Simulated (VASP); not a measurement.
# Si2Ni (Fm-3m) in VASP: further runs

Aim: see how the results for Si2Ni move with the level of theory and the settings. Levels: PBE+U, PBEsol+U. Tasks: single point.

All numbers are computed with VASP 6.6.1; they aren't measurements. Logs are shortened: lines on timing, memory, paths and dates and some standing lists are left out, and cuts for length are marked.

### 1 The cell of the first run

The structure is cubic, space group Fm-3m (No. 225). Conventional cell: a = 5.406 Å, b = 5.406 Å, c = 5.406 Å, α = 90.00°, β = 90.00°, γ = 90.00°. Ni (site symmetry m-3m) has 8 Si at 2.34 Å within 3.1 Å. Within 3.1 Å of Si (site symmetry -43m) lie 4 Ni at 2.34 Å and 6 Si at 2.70 Å.

### 2 Single point, PBE+U, collinear spin, ferromagnetic start

Contents of POSCAR:

```
Si2Ni
1.0
    0.0000000000      2.7030000000      2.7030000000
    2.7030000000      0.0000000000      2.7030000000
    2.7030000000      2.7030000000      0.0000000000
Ni Si
1 2
Direct
    0.0000000000      0.0000000000      0.0000000000
    0.7500000000      0.7500000000      0.7500000000
    0.2500000000      0.2500000000      0.2500000000
```

Contents of INCAR.step1:

```
SYSTEM = Si2Ni
  ISPIN = 2
  MAGMOM = 1 0 0
  LORBIT = 11
  LDAU = .True.
  LDAUTYPE = 2
  LDAUL = 2 -1
  LDAUU = 5.3 0
  LDAUJ = 0 0
  ISMEAR = 0
  SIGMA = 0.03
  LWAVE = .True.
  LCHARG = .True.
  ISIF = 2
  NELM = 100
  ALGO = Normal
  PREC = Accurate
  LASPH = .True.
  LREAL = .False.
  EDIFF = 1E-5
  GGA_COMPAT = .False.
  ENCUT = 400
  EFERMI = MIDGAP
  LMAXMIX = 4
  GGA = PE
```

Contents of INCAR.step2:

```
SYSTEM = Si2Ni
  GGA = PE
  ISPIN = 2
  MAGMOM = 1 0 0
  LORBIT = 11
  LDAU = .True.
  LDAUTYPE = 2
  LDAUL = 2 -1
  LDAUU = 5.3 0
  LDAUJ = 0 0
  ISMEAR = 0
  SIGMA = 0.03
  LWAVE = .False.
  LCHARG = .False.
  ISIF = 2
  NELM = 100
  ALGO = All
  PREC = Accurate
  LASPH = .True.
  LREAL = .False.
  EDIFF = 1E-6
  GGA_COMPAT = .False.
  ENCUT = 400
  EFERMI = MIDGAP
  LMAXMIX = 4
  ISTART = 1
  ISEARCH = 1
```

Contents of KPOINTS:

```
k-points
0
Gamma
  6 6 6
```

Potentials or basis: VASP PAW PBE potentials, release 64 (Ni, Si).

Command:

```sh
$ cat potpaw_PBE.64/Ni/POTCAR potpaw_PBE.64/Si/POTCAR > POTCAR
$ cp INCAR.step1 INCAR
$ mpirun -np 1 vasp_std > vasp.out
$ cp INCAR.step2 INCAR
$ mpirun -np 1 vasp_std > vasp.out
```

OUTCAR:

```text
SYSTEM = Si2Ni
   GGA = PE
   ISPIN = 2
   LORBIT = 11
   ISMEAR = 0
   ISIF = 2
   NELM = 100
   PREC = Accurate
   LASPH = .True.
   LREAL = .False.
   EDIFF = 1E-6
   ENCUT = 400
   EFERMI = MIDGAP
   ISTART = 1

 Found     16 irreducible k-points:

 Following reciprocal coordinates:
            Coordinates               Weight
  0.000000  0.000000  0.000000      1.000000
  0.166667  0.000000  0.000000      8.000000
  0.333333  0.000000  0.000000      8.000000
  0.500000  0.000000  0.000000      4.000000
  0.166667  0.166667  0.000000      6.000000
  0.333333  0.166667  0.000000     24.000000
   k-points           NKPTS =     16   k-points in BZ     NKDIM =     16   number of bands    NBANDS=     14
   number of dos      NEDOS =    301   number of ions     NIONS =      3
   total plane-waves  NPLWV =  21952
   dimension x,y,z NGX =    28 NGY =   28 NGZ =   28
   dimension x,y,z NGXF=    56 NGYF=   56 NGZF=   56
   ions per type =               1   2
   NGX,Y,Z   is equivalent  to a cutoff of  12.18, 12.18, 12.18 a.u.
   NGXF,Y,Z  is equivalent  to a cutoff of  24.35, 24.35, 24.35 a.u.
 SYSTEM =  Si2Ni
   PREC   = accura    normal or accurate (medium, high low for compatibility)
   ISTART =      1    job   : 0-new  1-cont  2-samecut
   ICHARG =      0    charge: 1-file 2-atom 10-const
   ISPIN  =      2    spin polarized calculation?
   LNONCOLLINEAR =      F non collinear calculations
   LSORBIT =      F    spin-orbit coupling
   LASPH  =      T    aspherical Exc in radial PAW
   ENCUT  =  400.0 eV  29.40 Ry    5.42 a.u.   6.23  6.23  6.23*2*pi/ulx,y,z
   NELM   =    100;   NELMIN=  2; NELMDL=  0     # of ELM steps
   EDIFF  = 0.1E-05   stopping-criterion for ELM
   LREAL  =      F    real-space projection
   EDIFFG = 0.1E-04   stopping-criterion for IOM
   NSW    =      0    number of steps for IOM
   IBRION =     -1    ionic relax: 0-MD 1-quasi-New 2-CG
   NFREE  =      0    steps in history (QN), initial steepest desc. (CG)
   ISIF   =      2    stress and relaxation
   ISYM   =      2    0-nonsym 1-usesym 2-fastsym
   POTIM  = 0.5000    time-step for ionic-motion
   TEBEG  =    0.0;   TEEND  =   0.0 temperature during run

   SCALEE = 1.0000    scale energy and forces
   PSTRESS=    0.0 pullay stress
   NELECT =      18.0000    total number of electrons
   NUPDOWN=      -1.0000    fix difference up-down
   EMIN   =  10.00;   EMAX   =-10.00  energy-range for DOS
   EFERMI =   0.00;   METHOD = MIDGAP
   ISMEAR =     0;   SIGMA  =   0.03  broadening in eV -4-tet -1-fermi 0-gaus
   EFERMI_NEDOS =   21; number of points for ismear=-14 and -15
   IALGO  =     58    algorithm
   IMIX   =      4    mixing-type and parameters
     AMIX     =   0.40;   BMIX     =  1.00
     AMIX_MAG =   1.60;   BMIX_MAG =  1.00
  volume/ion in A,a.u.               =      13.17        88.85
  Fermi-wavevector in a.u.,A,eV,Ry     =   1.259823  2.380721 21.594550  1.587155
  Thomas-Fermi vector in A             =   2.393364
   LORBIT       =     11    0 simple, 1 ext, 2 COOP (PROOUT), +10 PAW based schemes
 LDA+U is selected, type is set to LDAUTYPE =  2
   angular momentum for each species LDAUL =     2   -1
   U (eV)           for each species LDAUU =   5.3  0.0
   J (eV)           for each species LDAUJ =   0.0  0.0
   GGA     = PE    functional components
   LHFCALC =     F    Hartree Fock is set to
   AEXX    =    0.0000 exact exchange contribution
   IVDW    =     0    specifies the selected vdW correction
   LEPSILON=     F    determine dielectric tensor
   LRPA    =     F    only Hartree local field effects (RPA)

   CSHIFT  =0.1000    complex shift for real part using Kramers Kronig

   OMEGAMAX=  -1.0    maximum frequency
 spin polarized calculation
 Gauss-broadening in eV      SIGMA  =   0.03
  energy-cutoff  :      400.00
  volume of cell :       39.50
 maximum number of plane-waves:       745
 NGX is ok and might be reduce to    28
   NGX = 13   NGY = 13   NGZ = 13

 number of electron      17.9999999 magnetization      -0.0244181

 Free energy of the ion-electron system (eV)
  ---------------------------------------------------
  ext. energy  EPLUGINS =         0.00000000
  ---------------------------------------------------
  free energy    TOTEN  =       -14.24724637 eV

  energy without entropy =      -14.24642409  energy(sigma->0) =      -14.24683523

 E-fermi :  10.0543     XC(G=0): -11.5619

 val. band max:       10.0385570118   @ k =   0.5000   0.3333   0.0000
 cond. band min:      10.4268171014   @ k =   0.3333   0.1667   0.0000
 fundamental gap:      0.3882600896
 Fermi energy:        10.0543111440

 spin component 1

 k-point     1 :       0.0000    0.0000    0.0000
  band No.  band energies     occupation
      1      -3.4255      1.00000
      2       4.6359      1.00000
      3       4.6359      1.00000
      4       4.6359      1.00000
      5       5.9993      1.00000
      6       5.9993      1.00000
      7      10.0263      0.90605
      8      11.8101      0.00000
      9      11.8101      0.00000
     10      11.8101      0.00000
     11      12.8451      0.00000
     12      12.8451      0.00000
     13      12.8451      0.00000
     14      15.0701      0.00000

 k-point     2 :       0.1667    0.0000    0.0000
  band No.  band energies     occupation
      1      -3.0162      1.00000
      2       3.9727      1.00000
      3       4.7603      1.00000
      4       4.7603      1.00000
      5       5.9559      1.00000
      6       5.9559      1.00000
      7       8.7182      1.00000
      8      10.8247      0.00000
      9      10.8247      0.00000
     10      11.0909      0.00000
     11      13.2089      0.00000
     12      13.2089      0.00000
     13      14.3235      0.00000
     14      14.7512      0.00000

 k-point     3 :       0.3333    0.0000    0.0000
  band No.  band energies     occupation
      1      -1.8264      1.00000
      2       2.2503      1.00000
      3       4.9498      1.00000
      4       4.9498      1.00000
      5       6.0394      1.00000
      6       6.0394      1.00000
      7       6.7839      1.00000
      8       9.6335      1.00000
      9       9.6335      1.00000
     10      11.7906      0.00000
     11      12.2178      0.00000
     12      12.2178      0.00000
     13      13.3481      0.00000
     14      17.1122      0.00000
[... 18 lines left out ...]
 k-point     5 :       0.1667    0.1667    0.0000
  band No.  band energies     occupation
      1      -2.8798      1.00000
      2       4.0180      1.00000
      3       4.7424      1.00000
      4       4.7424      1.00000
      5       5.7068      1.00000
      6       6.0903      1.00000
      7       9.5141      1.00000
      8       9.5141      1.00000
      9       9.7225      1.00000
     10      10.5095      0.00000
     11      12.8302      0.00000
     12      13.6121      0.00000
     13      15.4044      0.00000
     14      15.4044      0.00000

 k-point     6 :       0.3333    0.1667    0.0000
  band No.  band energies     occupation
      1      -1.9494      1.00000
      2       2.9570      1.00000
      3       4.8635      1.00000
      4       4.9236      1.00000
      5       5.5316      1.00000
      6       6.1863      1.00000
      7       7.1669      1.00000
      8       8.5218      1.00000
      9       8.9170      1.00000
     10      10.4496      0.00000
     11      13.4479      0.00000
     12      14.3117      0.00000
     13      14.4331      0.00000
     14      15.2401      0.00000

 [... further k-points ...]

 spin component 2

 k-point     1 :       0.0000    0.0000    0.0000
  band No.  band energies     occupation
      1      -3.4287      1.00000
      2       4.6018      1.00000
      3       4.6018      1.00000
      4       4.6018      1.00000
      5       5.9853      1.00000
      6       5.9853      1.00000
      7      10.0203      0.94709
      8      11.7828      0.00000
      9      11.7828      0.00000
     10      11.7828      0.00000
     11      12.8454      0.00000
     12      12.8454      0.00000
     13      12.8454      0.00000
     14      15.0635      0.00000

 k-point     2 :       0.1667    0.0000    0.0000
  band No.  band energies     occupation
      1      -3.0195      1.00000
      2       3.9475      1.00000
      3       4.7259      1.00000
      4       4.7259      1.00000
      5       5.9417      1.00000
      6       5.9417      1.00000
      7       8.6913      1.00000
      8      10.8078      0.00000
      9      10.8078      0.00000
     10      11.0862      0.00000
     11      13.1995      0.00000
     12      13.1995      0.00000
     13      14.3161      0.00000
     14      14.7436      0.00000

 k-point     3 :       0.3333    0.0000    0.0000
  band No.  band energies     occupation
      1      -1.8299      1.00000
      2       2.2396      1.00000
      3       4.9184      1.00000
      4       4.9184      1.00000
      5       6.0196      1.00000
      6       6.0196      1.00000
      7       6.7472      1.00000
      8       9.6254      1.00000
      9       9.6254      1.00000
     10      11.7811      0.00000
     11      12.2021      0.00000
     12      12.2021      0.00000
     13      13.3376      0.00000
     14      17.1049      0.00000
[... 18 lines left out ...]
 k-point     5 :       0.1667    0.1667    0.0000
  band No.  band energies     occupation
      1      -2.8830      1.00000
      2       3.9901      1.00000
      3       4.7099      1.00000
      4       4.7099      1.00000
      5       5.6939      1.00000
      6       6.0759      1.00000
      7       9.4948      1.00000
      8       9.4948      1.00000
      9       9.6954      1.00000
     10      10.5073      0.00000
     11      12.8232      0.00000
     12      13.5997      0.00000
     13      15.3967      0.00000
     14      15.3967      0.00000

 k-point     6 :       0.3333    0.1667    0.0000
  band No.  band energies     occupation
      1      -1.9528      1.00000
      2       2.9402      1.00000
      3       4.8354      1.00000
      4       4.8935      1.00000
      5       5.5148      1.00000
      6       6.1689      1.00000
      7       7.1386      1.00000
      8       8.5043      1.00000
      9       8.9049      1.00000
     10      10.4268      0.00000
     11      13.4414      0.00000
     12      14.3024      0.00000
     13      14.4232      0.00000
     14      15.2315      0.00000

 [... further k-points ...]
[... 5 lines left out ...]
  --------------------------------------------------------------------------------------
  -------------------------------------------------------------------------------------
  Total       -0.4728661     -0.4728661     -0.4728661      0.0000000     -0.0000000      0.0000000
  in kB      -19.1814133    -19.1814133    -19.1814133      0.0000000     -0.0000000      0.0000000
  external PRESSURE =     -19.1814133 kB  Pullay stress =       0.0000000 kB

 VOLUME and BASIS-vectors are now :
 -----------------------------------------------------------------------------
  energy-cutoff  :      400.00
  volume of cell :       39.50
      direct lattice vectors                 reciprocal lattice vectors
     0.000000000  2.703000000  2.703000000    -0.184979652  0.184979652  0.184979652
     2.703000000  0.000000000  2.703000000     0.184979652 -0.184979652  0.184979652
     2.703000000  2.703000000  0.000000000     0.184979652  0.184979652 -0.184979652

 POSITION                                       TOTAL-FORCE (eV/Angst)
 -----------------------------------------------------------------------------------
      0.00000      0.00000      0.00000         0.000000     -0.000000     -0.000000
      4.05450      4.05450      4.05450        -0.000000      0.000000     -0.000000
      1.35150      1.35150      1.35150         0.000000     -0.000000      0.000000
 -----------------------------------------------------------------------------------
    total drift:                               -0.000000     -0.000000      0.000000

  FREE ENERGIE OF THE ION-ELECTRON SYSTEM (eV)
  ---------------------------------------------------
  free  energy   TOTEN  =       -14.2472463715 eV

  energy  without entropy=      -14.2464234760  energy(sigma->0) =      -14.24683492

 total charge

# of ion       s       p       d       tot
------------------------------------------
    1        0.531   0.743   8.748  10.022
    2        0.748   0.829   0.000   1.577
    3        0.748   0.829   0.000   1.577
--------------------------------------------------
tot          2.028   2.401   8.748  13.176

 magnetization (x)

# of ion       s       p       d       tot
------------------------------------------
    1        0.000   0.001  -0.018  -0.017
    2       -0.002  -0.000   0.000  -0.002
    3       -0.002  -0.000   0.000  -0.002
--------------------------------------------------
tot         -0.005   0.001  -0.018  -0.022
```

It took 36 s on 1 thread of Intel Xeon Platinum 8488C (Sapphire Rapids), shared host; peak memory 0.17 GiB.

Results:

```
Free energy                                           : -14.2472 eV
Pressure                                              : -1.9 GPa
Band gap on the k mesh                                : zero (filled and empty bands overlap)
Net moment                                            : -0.02 μB per cell
Valence electrons inside the program's atomic spheres : Ni 10.02; Si 1.58
```

Caveat: the U is typed as a test and isn't derived for this compound.

(Part 1 of 2 ends here.)
